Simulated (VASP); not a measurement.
Here is a VASP 6.6.1 calculation.

INCAR

```
SYSTEM = Li
PREC = Accurate ; ENCUT = 520
EDIFF = 1E-6 ; ISMEAR = 0
SIGMA = 0.1 ; LREAL = .False.
LASPH = .True. ; NELM = 100
ALGO = Normal ; ISIF = 2
LWAVE = .False. ; LCHARG = .True.
LDIPOL = .True. ; IDIPOL = 3
DIPOL = 0.5 0.5 0.293 ; GGA = PE
LELF = .True. ; LVHAR = .True.
LVACPOTAV = .True. ; NBANDS = 10
```

File KPOINTS:

```
Automatic mesh
0
Gamma
  6 6 1
  0 0 0
```

The input POSCAR:

```
Li
1.0
    2.9459160318      0.0000000000      0.0000000000
    0.0000000000      2.9459160318      0.0000000000
    0.0000000000      0.0000000000     27.3000000000
Li
2
Direct
    0.0000000000      0.5000000000      0.2524404821
    0.5000000000      0.0000000000      0.3336401040
```

Potentials or basis: VASP PAW PBE potentials, release 64 (Li_sv).

Launch:

```bash
$ cat potpaw_PBE.64/Li_sv/POTCAR > POTCAR
$ mpirun -np 1 vasp_std > vasp.out
```

Problem. What does it give for the band gap on the k mesh?

Solution. Zero (band 3 reaches -0.10 eV, above the bottom of band 4 at -3.62 eV).
